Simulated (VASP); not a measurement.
Write the native input for VASP 6.6.1 that does the following.

```yaml
Task: single point
Functional: PBEsol
Potentials_or_basis: VASP PAW PBE potentials, release 64 (Sb)
Cutoff: 520 eV
k_mesh: 6 × 6 × 6
Occupations: fermi-dirac, width 0.05 eV
Spin: no spin polarisation
Dipole_correction: no
Further_INCAR_settings: ALGO = Normal; EDIFF = 1e-06; NBANDS = 8
```

The structure of Sb lies in POSCAR:

```
Sb
1.0
    3.1600000000      0.0000000000      0.0000000000
    0.0000000000      3.1600000000      0.0000000000
    0.0000000000      0.0000000000      3.1600000000
Sb
1
Direct
    0.0000000000      0.0000000000      0.0000000000
```

These files were run (other wordings do the same):

INCAR

```
PREC = Accurate ; ENCUT = 520
EDIFF = 1E-6 ; ISMEAR = -1
SIGMA = 0.05 ; LREAL = False
LASPH = True ; NELM = 100
ALGO = Normal ; ISIF = 2
LWAVE = False ; LCHARG = False
GGA = PS ; NBANDS = 8
```

KPOINTS

```
regular mesh
0
Gamma
  6 6 6
```

Potentials or basis: VASP PAW PBE potentials, release 64 (Sb).

The run is started by

```bash
$ cat potpaw_PBE.64/Sb/POTCAR > POTCAR
$ mpirun -np 1 vasp_std > vasp.out
```

Results of the run:

```yaml
Pressure: -3.8 GPa
```

Caveat: the PAW data sets were made with another functional, which shifts forces and pressure a little.

Wall time 1.7 s on 1 thread of Intel(R) Xeon(R) 6975P-C (Granite Rapids), on a shared host, peak memory 0.13 GiB.
